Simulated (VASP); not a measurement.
# BN (P6_3/mmc) in VASP: a series of runs

The runs below take BN through single point, with r2SCAN.

Program: VASP 6.6.1. These are calculated values, not measurements. Logs are shortened: lines on timing, memory, paths and dates and some standing lists are left out, and cuts for length are marked.

### Step 1. The cell of the first run

The structure is hexagonal, space group P6_3/mmc (No. 194). Conventional cell: a = 2.567 Å, b = 2.567 Å, c = 6.495 Å, α = 90.00°, β = 90.00°, γ = 120.00°. B (site symmetry -6m2) has 3 N at 1.48 Å within 2.0 Å. Within 2.0 Å of N (site symmetry -6m2) lie 3 B at 1.48 Å.

### Step 2. Single point, r2SCAN (strain +0.025 along x and y, -0.025 along z)

POSCAR

```
BN
1.0
    2.5665914969      0.0000000000      0.0000000000
   -1.2832957485      2.2227334374      0.0000000000
    0.0000000000      0.0000000000      6.4946700000
B N
2 2
Direct
    0.3333333333      0.6666666667      0.2500000000
    0.6666666667      0.3333333333      0.7500000000
    0.3333333333      0.6666666667      0.7500000000
    0.6666666667      0.3333333333      0.2500000000
```

INCAR.step1

```
PREC = Accurate
ENCUT = 520
ISMEAR = 0
SIGMA = 0.05
LREAL = F
LASPH = T
NELM = 80
NBANDS = 16
GGA = PE
ALGO = Normal
EDIFF = 1E-4
LWAVE = T
LCHARG = F
```

INCAR.step2

```
PREC = Accurate
ENCUT = 520
EDIFF = 1E-6
ISMEAR = 0
SIGMA = 0.05
LREAL = F
LASPH = T
NELM = 80
ALGO = Normal
ISIF = 2
LWAVE = F
LCHARG = F
METAGGA = R2SCAN
LMIXTAU = T
NBANDS = 16
ISTART = 1
```

KPOINTS

```
Automatic mesh
0
Gamma
  12 12 4
```

Potentials or basis: VASP PAW PBE potentials, release 64 (B, N).

Started as:

```bash
$ cat potpaw_PBE.64/B/POTCAR potpaw_PBE.64/N/POTCAR > POTCAR
$ cp INCAR.step1 INCAR
$ mpirun -np 1 vasp_std > vasp.out
$ cp INCAR.step2 INCAR
$ mpirun -np 1 vasp_std > vasp.out
```

OUTCAR:

```text
PREC = Accurate
   ENCUT = 520
   EDIFF = 1E-6
   ISMEAR = 0
   LREAL = F
   LASPH = T
   NELM = 80
   ISIF = 2
   METAGGA = R2SCAN
   ISTART = 1

 ion  position               nearest neighbor table
   1  0.333  0.667  0.250-   4 1.48   4 1.48   4 1.48
   2  0.667  0.333  0.750-   3 1.48   3 1.48   3 1.48
   3  0.333  0.667  0.750-   2 1.48   2 1.48   2 1.48
   4  0.667  0.333  0.250-   1 1.48   1 1.48   1 1.48

  LATTYP: Found a hexagonal cell.
 ALAT       =     2.5665914969
 C/A-ratio  =     2.5304650186

  Lattice vectors:

 A1 = (   2.5665914969,   0.0000000000,   0.0000000000)
 A2 = (  -1.2832957485,   2.2227334374,   0.0000000000)
 A3 = (   0.0000000000,   0.0000000000,   6.4946700000)

Analysis of symmetry for initial positions (statically):
=====================================================================
 Subroutine PRICEL returns:
 Original cell was already a primitive cell.

 Routine SETGRP: Setting up the symmetry group for a
 hexagonal supercell.

 Subroutine GETGRP returns: Found 24 space group operations
 (whereof 12 operations were pure point group operations)
 out of a pool of 24 trial point group operations.

The static configuration has the point symmetry D_3d.
 The point group associated with its full space group is D_6h.

Analysis of symmetry for dynamics (positions and initial velocities):
=====================================================================
 Subroutine PRICEL returns:
 Original cell was already a primitive cell.

 Routine SETGRP: Setting up the symmetry group for a
 hexagonal supercell.

 Subroutine GETGRP returns: Found 24 space group operations
 (whereof 12 operations were pure point group operations)
 out of a pool of 24 trial point group operations.

The dynamic configuration has the point symmetry D_3d.
 The point group associated with its full space group is D_6h.

 Subroutine INISYM returns: Found 24 space group operations
 (whereof 12 operations are pure point group operations),
 and found     1 'primitive' translations

----------------------------------------------------------------------------------------

                                     Primitive cell

  volume of cell :      37.0511

  direct lattice vectors                    reciprocal lattice vectors
     2.566591497  0.000000000  0.000000000     0.389621800  0.224948251  0.000000000
    -1.283295749  2.222733437  0.000000000     0.000000000  0.449896503  0.000000000
     0.000000000  0.000000000  6.494670000     0.000000000  0.000000000  0.153972411

  length of vectors
     2.566591497  2.566591497  6.494670000     0.449896503  0.449896503  0.153972411

  position of ions in fractional coordinates (direct lattice)
     0.333333333  0.666666667  0.250000000
     0.666666667  0.333333333  0.750000000
     0.333333333  0.666666667  0.750000000
     0.666666667  0.333333333  0.250000000

  ion indices of the primitive-cell ions
   primitive index   ion index
                 1           1
                 2           2
                 3           3
                 4           4

----------------------------------------------------------------------------------------

 KPOINTS: Automatic mesh

Automatic generation of k-mesh.
 Grid dimensions read from file:
 generate k-points for:   12   12    4

 Generating k-lattice:

  Cartesian coordinates                     Fractional coordinates (reciprocal lattice)
     0.032468483  0.018745688  0.000000000     0.083333333 -0.000000000  0.000000000
     0.000000000  0.037491375  0.000000000     0.000000000  0.083333333  0.000000000
     0.000000000  0.000000000  0.038493103     0.000000000  0.000000000  0.250000000

  Length of vectors
     0.037491375  0.037491375  0.038493103

  Shift w.r.t. Gamma in fractional coordinates (k-lattice)
     0.000000000  0.000000000  0.000000000

 Subroutine IBZKPT returns following result:
 ===========================================

 Found     57 irreducible k-points:

 Following reciprocal coordinates:
            Coordinates               Weight
  0.000000  0.000000  0.000000      1.000000
  0.083333  0.000000  0.000000      6.000000
  0.166667  0.000000  0.000000      6.000000
  0.250000  0.000000  0.000000      6.000000
  0.333333  0.000000  0.000000      6.000000
  0.416667  0.000000  0.000000      6.000000
[... 16 lines left out ...]
  0.250000  0.000000  0.250000     12.000000
  0.333333  0.000000  0.250000     12.000000
 [... further k-points ...]
   k-points           NKPTS =     57   k-points in BZ     NKDIM =     57   number of bands    NBANDS=     16
   number of dos      NEDOS =    301   number of ions     NIONS =      4
   total plane-waves  NPLWV =  19200
   dimension x,y,z NGX =    20 NGY =   20 NGZ =   48
   dimension x,y,z NGXF=    40 NGYF=   40 NGZF=   96
   ions per type =               2   2
   NGX,Y,Z   is equivalent  to a cutoff of  12.95, 12.95, 12.29 a.u.
   NGXF,Y,Z  is equivalent  to a cutoff of  25.91, 25.91, 24.57 a.u.
 SYSTEM =  unknown system
   PREC   = accura    normal or accurate (medium, high low for compatibility)
   ISTART =      1    job   : 0-new  1-cont  2-samecut
   ICHARG =      0    charge: 1-file 2-atom 10-const
   ISPIN  =      1    spin polarized calculation?
   LNONCOLLINEAR =      F non collinear calculations
   LSORBIT =      F    spin-orbit coupling
   LASPH  =      T    aspherical Exc in radial PAW
   ENCUT  =  520.0 eV  38.22 Ry    6.18 a.u.   4.77  4.77 12.08*2*pi/ulx,y,z
   NELM   =     80;   NELMIN=  2; NELMDL=  0     # of ELM steps
   EDIFF  = 0.1E-05   stopping-criterion for ELM
   LREAL  =      F    real-space projection
   EDIFFG = 0.1E-04   stopping-criterion for IOM
   NSW    =      0    number of steps for IOM
   IBRION =     -1    ionic relax: 0-MD 1-quasi-New 2-CG
   NFREE  =      0    steps in history (QN), initial steepest desc. (CG)
   ISIF   =      2    stress and relaxation
   ISYM   =      2    0-nonsym 1-usesym 2-fastsym
   POTIM  = 0.5000    time-step for ionic-motion
   TEBEG  =    0.0;   TEEND  =   0.0 temperature during run
   PSTRESS=    0.0 pullay stress
   NELECT =      16.0000    total number of electrons
   NUPDOWN=      -1.0000    fix difference up-down
   EMIN   =  10.00;   EMAX   =-10.00  energy-range for DOS
   EFERMI =   0.00;   METHOD = LEGACY
   ISMEAR =     0;   SIGMA  =   0.05  broadening in eV -4-tet -1-fermi 0-gaus
   EFERMI_NEDOS =   21; number of points for ismear=-14 and -15
   IALGO  =     38    algorithm
   IMIX   =      4    mixing-type and parameters
     AMIX     =   0.40;   BMIX     =  1.00
     AMIX_MAG =   1.60;   BMIX_MAG =  1.00
  volume/ion in A,a.u.               =       9.26        62.51
  Fermi-wavevector in a.u.,A,eV,Ry     =   1.237412  2.338370 20.833093  1.531189
  Thomas-Fermi vector in A             =   2.371980
   LORBIT       =      0    0 simple, 1 ext, 2 COOP (PROOUT), +10 PAW based schemes
   METAGGA = R2SCAN    functional components
   LHFCALC =     F    Hartree Fock is set to
   AEXX    =    0.0000 exact exchange contribution
   IVDW    =     0    specifies the selected vdW correction
   LEPSILON=     F    determine dielectric tensor
   LRPA    =     F    only Hartree local field effects (RPA)
 non-spin polarized calculation
 Gauss-broadening in eV      SIGMA  =   0.05
  energy-cutoff  :      520.00
  volume of cell :       37.05
 maximum number of plane-waves:      1012
 NGX is ok and might be reduce to    20
   NGX =  9   NGY =  9   NGZ = 25

 number of electron      16.0000002 magnetization

 Free energy of the ion-electron system (eV)
  ---------------------------------------------------
  ext. energy  EPLUGINS =         0.00000000
  ---------------------------------------------------
  free energy    TOTEN  =       -38.43626497 eV

  energy without entropy =      -38.43626497  energy(sigma->0) =      -38.43626497

 E-fermi :   2.2638     XC(G=0): -10.7189

 val. band max:        1.9252540888   @ k =   0.3333   0.2500   0.0000
 cond. band min:       6.6070403342   @ k =   0.5000   0.0000   0.0000
 fundamental gap:      4.6817862454
 Fermi energy:         2.2637875391

 k-point     1 :       0.0000    0.0000    0.0000
  band No.  band energies     occupation
      1     -16.4875      2.00000
      2     -16.1352      2.00000
      3      -4.2278      2.00000
      4      -1.7461      2.00000
      5       0.4549      2.00000
      6       0.4549      2.00000
[... 8 lines left out ...]
     15      13.7483      0.00000
     16      15.3006      0.00000

 k-point     2 :       0.0833    0.0000    0.0000
  band No.  band energies     occupation
      1     -16.3532      2.00000
      2     -16.0061      2.00000
      3      -4.0445      2.00000
      4      -1.5848      2.00000
      5      -0.1176      2.00000
      6      -0.0656      2.00000
[... 8 lines left out ...]
     15      14.3714      0.00000
     16      14.7752      0.00000

 k-point     3 :       0.1667    0.0000    0.0000
  band No.  band energies     occupation
      1     -15.9581      2.00000
      2     -15.6272      2.00000
      3      -3.5018      2.00000
      4      -1.5578      2.00000
      5      -1.4946      2.00000
      6      -1.1125      2.00000
[... 8 lines left out ...]
     15      15.7133      0.00000
     16      15.8701      0.00000

 k-point     4 :       0.2500    0.0000    0.0000
  band No.  band energies     occupation
      1     -15.3320      2.00000
      2     -15.0302      2.00000
      3      -3.3671      2.00000
      4      -3.2779      2.00000
      5      -2.6256      2.00000
      6      -1.1284      2.00000
[... 8 lines left out ...]
     15      17.9551      0.00000
     16      18.1043      0.00000

 k-point     5 :       0.3333    0.0000    0.0000
  band No.  band energies     occupation
      1     -14.5468      2.00000
      2     -14.2928      2.00000
      3      -5.1442      2.00000
      4      -5.0324      2.00000
      5      -1.7444      2.00000
      6      -1.6556      2.00000
[... 8 lines left out ...]
     15      17.9651      0.00000
     16      20.4506      0.00000

 k-point     6 :       0.4167    0.0000    0.0000
  band No.  band energies     occupation
      1     -13.7773      2.00000
      2     -13.6027      2.00000
      3      -6.5294      2.00000
      4      -6.4175      2.00000
      5      -2.1492      2.00000
      6      -2.0565      2.00000
[... 8 lines left out ...]
     15      17.6775      0.00000
     16      22.1302      0.00000
[... 267 lines left out ...]
 k-point    21 :       0.0833    0.0000    0.2500
  band No.  band energies     occupation
      1     -16.3052      2.00000
      2     -16.0601      2.00000
      3      -3.7489      2.00000
      4      -2.0401      2.00000
      5      -0.1078      2.00000
      6      -0.0681      2.00000
[... 8 lines left out ...]
     15      14.4858      0.00000
     16      14.7426      0.00000

 k-point    22 :       0.1667    0.0000    0.2500
  band No.  band energies     occupation
      1     -15.9123      2.00000
      2     -15.6786      2.00000
      3      -3.2185      2.00000
      4      -1.6639      2.00000
      5      -1.5368      2.00000
      6      -1.3861      2.00000
[... 8 lines left out ...]
     15      15.7352      0.00000
     16      15.8459      0.00000

 k-point    23 :       0.2500    0.0000    0.2500
  band No.  band energies     occupation
      1     -15.2899      2.00000
      2     -15.0767      2.00000
      3      -3.3707      2.00000
      4      -3.2998      2.00000
      5      -2.3285      2.00000
      6      -1.1164      2.00000
[... 8 lines left out ...]
     15      17.9744      0.00000
     16      18.0798      0.00000

 k-point    24 :       0.3333    0.0000    0.2500
  band No.  band energies     occupation
      1     -14.5111      2.00000
      2     -14.3316      2.00000
      3      -5.1333      2.00000
      4      -5.0535      2.00000
      5      -1.7316      2.00000
      6      -1.6688      2.00000
[... 8 lines left out ...]
     15      19.0833      0.00000
     16      20.4669      0.00000

 [... further k-points ...]
[... 5 lines left out ...]
  --------------------------------------------------------------------------------------
  -------------------------------------------------------------------------------------
  Total       -5.9116384     -5.9116383      0.3062607      0.0000000      0.0000000      0.0000000
  in kB     -255.6331769   -255.6331769     13.2434325      0.0000000      0.0000000      0.0000000
  external PRESSURE =    -166.0076404 kB  Pullay stress =       0.0000000 kB

 VOLUME and BASIS-vectors are now :
 -----------------------------------------------------------------------------
  energy-cutoff  :      520.00
  volume of cell :       37.05
      direct lattice vectors                 reciprocal lattice vectors
     2.566591497  0.000000000  0.000000000     0.389621800  0.224948251  0.000000000
    -1.283295749  2.222733437  0.000000000     0.000000000  0.449896503  0.000000000
     0.000000000  0.000000000  6.494670000     0.000000000  0.000000000  0.153972411

 POSITION                                       TOTAL-FORCE (eV/Angst)
 -----------------------------------------------------------------------------------
     -0.00000      1.48182      1.62367         0.000000     -0.000000      0.000000
      1.28330      0.74091      4.87100        -0.000000      0.000000      0.000000
     -0.00000      1.48182      4.87100         0.000000      0.000000      0.000000
      1.28330      0.74091      1.62367        -0.000000      0.000000      0.000000
 -----------------------------------------------------------------------------------
    total drift:                               -0.000000      0.000000      0.000000

  FREE ENERGIE OF THE ION-ELECTRON SYSTEM (eV)
  ---------------------------------------------------
  free  energy   TOTEN  =       -38.4362649662 eV

  energy  without entropy=      -38.4362649662  energy(sigma->0) =      -38.43626497
```

Run time: 2.9 min. Hardware: 1 thread of Intel Xeon 8259CL, shared host; peak memory 0.17 GiB.

Results:

- Free energy: -38.4363 eV
- Pressure: -16.6 GPa
- Band gap on the k mesh: 4.68 eV (least direct gap 5.03 eV)

Caveat: the cell differs from its parent crystal (strain +0.025 along x and y, -0.025 along z); the stress differs along the axes, from -26 to 1 GPa; the PAW data sets were made with another functional, which shifts forces and pressure a little.

[end of part 1 of 2]
